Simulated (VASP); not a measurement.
# Mn3Cu (Fm-3m) in VASP: further runs

Mn3Cu is run at these levels: PBE; tasks: single point, relaxation of cell and atoms.

Program: VASP 6.6.1. These are calculated values, not measurements. Logs are shortened: lines on timing, memory, paths and dates and some standing lists are left out, and cuts for length are marked.

### Step 1. The cell of the first run

It takes space group Fm-3m (No. 225, cubic). The conventional cell has a = 5.839 Å, b = 5.839 Å, c = 5.839 Å, α = 90.00°, β = 90.00°, γ = 90.00°. Within 3.3 Å of Mn (site symmetry -43m) lie 10 Mn at 2.53 to 2.92 Å and 4 Cu at 2.53 Å. Mn (site symmetry m-3m) has 8 Mn at 2.53 Å and 6 Cu at 2.92 Å within 3.3 Å. Within 3.3 Å of Cu (site symmetry m-3m) lie 14 Mn at 2.53 to 2.92 Å.

### Step 2. Single point, PBE, collinear spin, ferromagnetic start

File INCAR:

```
PREC = Accurate ; ENCUT = 600
EDIFF = 1E-6 ; ISMEAR = 0
SIGMA = 0.1 ; LREAL = F
LASPH = T ; NELM = 200
ALGO = Normal ; ISIF = 2
LWAVE = F ; LCHARG = F
ISPIN = 2 ; MAGMOM = 4.63 4.63 4.69 0.72
LORBIT = 11 ; NUPDOWN = 15.0
LMAXMIX = 4 ; GGA = PE
NBANDS = 37 ; GGA_COMPAT = F
```

File KPOINTS:

```
regular mesh
0
Gamma
  12 12 12
```

File POSCAR:

```
Mn3Cu
1.0
    0.0000000000      2.9196133028      2.9196133028
    2.9196133028      0.0000000000      2.9196133028
    2.9196133028      2.9196133028      0.0000000000
Mn Cu
3 1
Direct
    0.2500000000      0.2500000000      0.2500000000
    0.7500000000      0.7500000000      0.7500000000
    0.5000000000      0.5000000000      0.5000000000
    0.0000000000      0.0000000000      0.0000000000
```

Potentials or basis: VASP PAW PBE potentials, release 64 (Mn_pv, Cu).

Started as:

```console
cat potpaw_PBE.64/Mn_pv/POTCAR potpaw_PBE.64/Cu/POTCAR > POTCAR
mpirun -np 1 vasp_std > vasp.out
```

OUTCAR:

```text
PREC = Accurate
   ENCUT = 600
   EDIFF = 1E-6
   ISMEAR = 0
   LREAL = F
   LASPH = T
   NELM = 200
   ISIF = 2
   ISPIN = 2
   LORBIT = 11
   NUPDOWN = 15.0
   GGA = PE

 ion  position               nearest neighbor table
   1  0.250  0.250  0.250-   4 2.53   4 2.53   4 2.53   3 2.53   4 2.53   3 2.53   3 2.53   3 2.53
                             2 2.92   2 2.92   2 2.92   2 2.92   2 2.92   2 2.92
   2  0.750  0.750  0.750-   3 2.53   3 2.53   3 2.53   3 2.53   4 2.53   4 2.53   4 2.53   4 2.53
                             1 2.92   1 2.92   1 2.92   1 2.92   1 2.92   1 2.92
   3  0.500  0.500  0.500-   1 2.53   1 2.53   1 2.53   1 2.53   2 2.53   2 2.53   2 2.53   2 2.53
                             4 2.92   4 2.92   4 2.92   4 2.92   4 2.92   4 2.92
   4  0.000  0.000  0.000-   2 2.53   2 2.53   2 2.53   1 2.53   2 2.53   1 2.53   1 2.53   1 2.53
                             3 2.92   3 2.92   3 2.92   3 2.92   3 2.92   3 2.92

  LATTYP: Found a face centered cubic cell.
 ALAT       =     5.8392266056

  Lattice vectors:

 A1 = (   0.0000000000,   2.9196133028,   2.9196133028)
 A2 = (   2.9196133028,   0.0000000000,   2.9196133028)
 A3 = (   2.9196133028,   2.9196133028,   0.0000000000)

Analysis of symmetry for initial positions (statically):
=====================================================================
 Subroutine PRICEL returns:
 Original cell was already a primitive cell.

 Routine SETGRP: Setting up the symmetry group for a
 face centered cubic supercell.

 Subroutine GETGRP returns: Found 48 space group operations
 (whereof 48 operations were pure point group operations)
 out of a pool of 48 trial point group operations.

The static configuration has the point symmetry O_h .

Analysis of symmetry for dynamics (positions and initial velocities):
=====================================================================
 Subroutine PRICEL returns:
 Original cell was already a primitive cell.

 Routine SETGRP: Setting up the symmetry group for a
 face centered cubic supercell.

 Subroutine GETGRP returns: Found 48 space group operations
 (whereof 48 operations were pure point group operations)
 out of a pool of 48 trial point group operations.

The dynamic configuration has the point symmetry O_h .

Analysis of structural, dynamic, and magnetic symmetry:
=====================================================================
 Subroutine PRICEL returns:
 Original cell was already a primitive cell.

 Routine SETGRP: Setting up the symmetry group for a
 face centered cubic supercell.

 Subroutine GETGRP returns: Found 48 space group operations
 (whereof 48 operations were pure point group operations)
 out of a pool of 48 trial point group operations.

The overall configuration has the point symmetry O_h .

 Subroutine INISYM returns: Found 48 space group operations
 (whereof 48 operations are pure point group operations),
 and found     1 'primitive' translations

----------------------------------------------------------------------------------------

                                     Primitive cell

  volume of cell :      49.7744

  direct lattice vectors                    reciprocal lattice vectors
     0.000000000  2.919613303  2.919613303    -0.171255556  0.171255556  0.171255556
     2.919613303  0.000000000  2.919613303     0.171255556 -0.171255556  0.171255556
     2.919613303  2.919613303  0.000000000     0.171255556  0.171255556 -0.171255556

  length of vectors
     4.128956730  4.128956730  4.128956730     0.296623324  0.296623324  0.296623324

  position of ions in fractional coordinates (direct lattice)
     0.250000000  0.250000000  0.250000000
     0.750000000  0.750000000  0.750000000
     0.500000000  0.500000000  0.500000000
     0.000000000  0.000000000  0.000000000

  ion indices of the primitive-cell ions
   primitive index   ion index
                 1           1
                 2           2
                 3           3
                 4           4

----------------------------------------------------------------------------------------

 KPOINTS: regular mesh

Automatic generation of k-mesh.
 Grid dimensions read from file:
 generate k-points for:   12   12   12

 Generating k-lattice:

  Cartesian coordinates                     Fractional coordinates (reciprocal lattice)
    -0.014271296  0.014271296  0.014271296     0.083333333  0.000000000  0.000000000
     0.014271296 -0.014271296  0.014271296     0.000000000  0.083333333  0.000000000
     0.014271296  0.014271296 -0.014271296     0.000000000  0.000000000  0.083333333

  Length of vectors
     0.024718610  0.024718610  0.024718610

  Shift w.r.t. Gamma in fractional coordinates (k-lattice)
     0.000000000  0.000000000  0.000000000

 Subroutine IBZKPT returns following result:
 ===========================================

 Found     72 irreducible k-points:

 Following reciprocal coordinates:
            Coordinates               Weight
  0.000000  0.000000  0.000000      1.000000
  0.083333  0.000000  0.000000      8.000000
  0.166667  0.000000  0.000000      8.000000
  0.250000  0.000000  0.000000      8.000000
  0.333333  0.000000  0.000000      8.000000
  0.416667  0.000000  0.000000      8.000000
[... 16 lines left out ...]
  0.500000  0.166667  0.000000     24.000000
 -0.416667  0.166667  0.000000     24.000000
 [... further k-points ...]
   k-points           NKPTS =     72   k-points in BZ     NKDIM =     72   number of bands    NBANDS=     37
   number of dos      NEDOS =    301   number of ions     NIONS =      4
   total plane-waves  NPLWV =  46656
   dimension x,y,z NGX =    36 NGY =   36 NGZ =   36
   dimension x,y,z NGXF=    72 NGYF=   72 NGZF=   72
   ions per type =               3   1
   NGX,Y,Z   is equivalent  to a cutoff of  14.49, 14.49, 14.49 a.u.
   NGXF,Y,Z  is equivalent  to a cutoff of  28.99, 28.99, 28.99 a.u.
 SYSTEM =  unknown system
   PREC   = accura    normal or accurate (medium, high low for compatibility)
   ISTART =      0    job   : 0-new  1-cont  2-samecut
   ICHARG =      2    charge: 1-file 2-atom 10-const
   ISPIN  =      2    spin polarized calculation?
   LNONCOLLINEAR =      F non collinear calculations
   LSORBIT =      F    spin-orbit coupling
   LASPH  =      T    aspherical Exc in radial PAW
   ENCUT  =  600.0 eV  44.10 Ry    6.64 a.u.   8.25  8.25  8.25*2*pi/ulx,y,z
   NELM   =    200;   NELMIN=  2; NELMDL= -5     # of ELM steps
   EDIFF  = 0.1E-05   stopping-criterion for ELM
   LREAL  =      F    real-space projection
   EDIFFG = 0.1E-04   stopping-criterion for IOM
   NSW    =      0    number of steps for IOM
   IBRION =     -1    ionic relax: 0-MD 1-quasi-New 2-CG
   NFREE  =      0    steps in history (QN), initial steepest desc. (CG)
   ISIF   =      2    stress and relaxation
   ISYM   =      2    0-nonsym 1-usesym 2-fastsym
   POTIM  = 0.5000    time-step for ionic-motion
   TEBEG  =    0.0;   TEEND  =   0.0 temperature during run
   PSTRESS=    0.0 pullay stress
   NELECT =      50.0000    total number of electrons
   NUPDOWN=      15.0000    fix difference up-down
   EMIN   =  10.00;   EMAX   =-10.00  energy-range for DOS
   EFERMI =   0.00;   METHOD = LEGACY
   ISMEAR =     0;   SIGMA  =   0.10  broadening in eV -4-tet -1-fermi 0-gaus
   EFERMI_NEDOS =   21; number of points for ismear=-14 and -15
   IALGO  =     38    algorithm
   IMIX   =      4    mixing-type and parameters
     AMIX     =   0.40;   BMIX     =  1.00
     AMIX_MAG =   1.60;   BMIX_MAG =  1.00
  volume/ion in A,a.u.               =      12.44        83.97
  Fermi-wavevector in a.u.,A,eV,Ry     =   1.639568  3.098335 36.574964  2.688184
  Thomas-Fermi vector in A             =   2.730352
   LORBIT       =     11    0 simple, 1 ext, 2 COOP (PROOUT), +10 PAW based schemes
   GGA     = PE    functional components
   LHFCALC =     F    Hartree Fock is set to
   AEXX    =    0.0000 exact exchange contribution
   IVDW    =     0    specifies the selected vdW correction
   LEPSILON=     F    determine dielectric tensor
   LRPA    =     F    only Hartree local field effects (RPA)
 spin polarized calculation
 Gauss-broadening in eV      SIGMA  =   0.10
  energy-cutoff  :      600.00
  volume of cell :       49.77
 maximum number of plane-waves:      1687
 NGX is ok and might be reduce to    36
   NGX = 17   NGY = 17   NGZ = 17

 number of electron      50.0000011 magnetization      14.9999793

 Free energy of the ion-electron system (eV)
  ---------------------------------------------------
  ext. energy  EPLUGINS =         0.00000000
  ---------------------------------------------------
  free energy    TOTEN  =       -23.99633563 eV

  energy without entropy =      -23.98771732  energy(sigma->0) =      -23.99202648

 E-fermi :   8.0721     XC(G=0): -12.8326

 val. band max:       12.5322104230   @ k =  -0.2500   0.2500   0.0000
 cond. band min:       8.0829958830   @ k =   0.3333   0.1667   0.0833
 fundamental gap:     -4.4492145401
 Fermi energy:        12.5480672940

 spin component 1

 k-point     1 :       0.0000    0.0000    0.0000
  band No.  band energies     occupation
      1     -41.0067      1.00000
      2     -41.0067      1.00000
      3     -41.0067      1.00000
      4     -40.8179      1.00000
      5     -40.8179      1.00000
      6     -40.8179      1.00000
[... 29 lines left out ...]
     36      15.9215      0.00000
     37      16.2823      0.00000
[... 918 lines left out ...]
     36      17.5032      0.00000
     37      19.1144      0.00000

 [... further k-points ...]

 spin component 2

 k-point     1 :       0.0000    0.0000    0.0000
  band No.  band energies     occupation
      1     -36.5727      1.00000
      2     -36.5727      1.00000
      3     -36.5727      1.00000
      4     -36.3921      1.00000
      5     -36.3921      1.00000
      6     -36.3921      1.00000
[... 29 lines left out ...]
     36      17.9821      0.00000
     37      17.9821      0.00000
[... 918 lines left out ...]
     36      19.5238      0.00000
     37      21.4695      0.00000

 [... further k-points ...]
[... 5 lines left out ...]
  --------------------------------------------------------------------------------------
  -------------------------------------------------------------------------------------
  Total       17.0124842     17.0124842     17.0124842      0.0000000      0.0000000      0.0000000
  in kB      547.6111967    547.6111967    547.6111967      0.0000000      0.0000000      0.0000000
  external PRESSURE =     547.6111967 kB  Pullay stress =       0.0000000 kB

 VOLUME and BASIS-vectors are now :
 -----------------------------------------------------------------------------
  energy-cutoff  :      600.00
  volume of cell :       49.77
      direct lattice vectors                 reciprocal lattice vectors
     0.000000000  2.919613303  2.919613303    -0.171255556  0.171255556  0.171255556
     2.919613303  0.000000000  2.919613303     0.171255556 -0.171255556  0.171255556
     2.919613303  2.919613303  0.000000000     0.171255556  0.171255556 -0.171255556

 POSITION                                       TOTAL-FORCE (eV/Angst)
 -----------------------------------------------------------------------------------
      1.45981      1.45981      1.45981        -0.000000     -0.000000      0.000000
      4.37942      4.37942      4.37942        -0.000000      0.000000      0.000000
      2.91961      2.91961      2.91961         0.000000     -0.000000     -0.000000
      0.00000      0.00000      0.00000         0.000000     -0.000000     -0.000000
 -----------------------------------------------------------------------------------
    total drift:                                0.000000      0.000000      0.000000

  FREE ENERGIE OF THE ION-ELECTRON SYSTEM (eV)
  ---------------------------------------------------
  free  energy   TOTEN  =       -23.9963356347 eV

  energy  without entropy=      -23.9877173222  energy(sigma->0) =      -23.99202648

 total charge

# of ion       s       p       d       tot
------------------------------------------
    1        0.380   6.363   4.935  11.678
    2        0.380   6.363   4.935  11.678
    3        0.377   6.368   4.960  11.706
    4        0.534   0.562   9.024  10.120
--------------------------------------------------
tot          1.672  19.655  23.855  45.182

 magnetization (x)

# of ion       s       p       d       tot
------------------------------------------
    1        0.055   0.181   4.106   4.341
    2        0.055   0.181   4.106   4.341
    3        0.075   0.216   4.119   4.409
    4       -0.012   0.101   0.547   0.635
--------------------------------------------------
tot          0.171   0.679  12.876  13.727
```

Run time: 10 min. Hardware: 1 thread of Intel Xeon 8259CL, shared host; peak memory 0.4 GiB.

Results:

- Free energy: -23.9963 eV
- Pressure: 54.8 GPa
- Net moment: 15.00 μB per cell
- Site moments: Mn +4.34, +4.41 (each value once); Cu +0.64 μB
- Valence electrons inside the program's atomic spheres: Mn 11.68, 11.71 (each value once); Cu 10.12

Caveat: the cell stands under pressure; the total moment is fixed, so each spin has its own Fermi level and the state may be an excited one.

[end of part 1 of 2]
